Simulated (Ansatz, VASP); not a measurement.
One calculation of Ti, two programs

POSCAR

```
Ti
1.0
    4.5680217014      0.0000000000      0.0000000000
   -2.2840108507      3.9560228385      0.0000000000
    0.0000000000      0.0000000000      2.8810541964
Ti
3
Direct
    0.0000000000      0.0000000000      0.0000000000
    0.3333333333      0.6666666667      0.5000000000
    0.6666666667      0.3333333333      0.5000000000
```

File INCAR.step1:

```
PREC = Accurate ; ENCUT = 520
ISMEAR = 0 ; SIGMA = 0.1
LREAL = F ; LASPH = T
NELM = 100 ; NBANDS = 25
GGA = PE ; ALGO = Normal
EDIFF = 1E-4 ; LWAVE = T
LCHARG = F
```

The input INCAR.step2:

```
PREC = Accurate ; ENCUT = 520
EDIFF = 1E-6 ; ISMEAR = 0
SIGMA = 0.1 ; LREAL = F
LASPH = T ; NELM = 100
ALGO = Normal ; ISIF = 2
LWAVE = F ; LCHARG = F
METAGGA = R2SCAN ; LMIXTAU = T
NBANDS = 25 ; ISTART = 1
```

File KPOINTS:

```
regular mesh
0
Gamma
  12 12 18
```

Input for Ansatz:

```yaml
crystal:
  lattice:
    - [4.5680217014, 0.0, 0.0]
    - [-2.2840108507, 3.9560228385, 0.0]
    - [0.0, 0.0, 2.8810541964]
  atoms:
    - { symbol: Ti, position: [0.0, 0.0, 0.0] }
    - { symbol: Ti, position: [0.3333333333, 0.6666666667, 0.5] }
    - { symbol: Ti, position: [0.6666666667, 0.3333333333, 0.5] }
basis:
  ecutwfc: 500
kpoints:
  mp_grid: { grid: [12, 12, 18] }
hamiltonian:
  xc: r2scan
scf:
  occupations: { method: gaussian, width: 0.1 }
output:
  forces: true
  stress: true
  eigenvalues: true
  write_density: true
  write_potential: true
  elf: true
  volumetric_format: npy
```

Change from the starting cell: strain along c alone, the other axes held, atoms relaxed: +2.0 %.

Alike in both runs: task single point; functional r2SCAN; k mesh 12 × 12 × 18; occupations gaussian, width 0.1 eV; no spin polarisation.

|  | VASP | Ansatz |
| --- | --- | --- |
| version | VASP 6.6.1 | Ansatz 0.2.0 |
| potentials or method | VASP PAW PBE potentials, release 64 (Ti_sv), cutoff 520 eV | scalar-relativistic, plane waves, PAW |
| valence electrons in the cell | 36 | 36 |

Ansatz gave:

```
gap on the k mesh at the Fermi level (eV)                     : none
pressure (GPa)                                                : -2.4
traceless stress, the component that is largest in VASP (GPa) : -2.71
```

What did VASP give for the same quantities?

gap on the k mesh at the Fermi level (eV): none; pressure (GPa): -1.9; traceless stress, the component that is largest in VASP (GPa): -2.78.

VASP's potentials were made for PBE, not for r2SCAN. A gap of «none» marks a metal or a gap that the smearing closes. With one functional, cell and mesh, what is left measures potentials, basis and numerics.
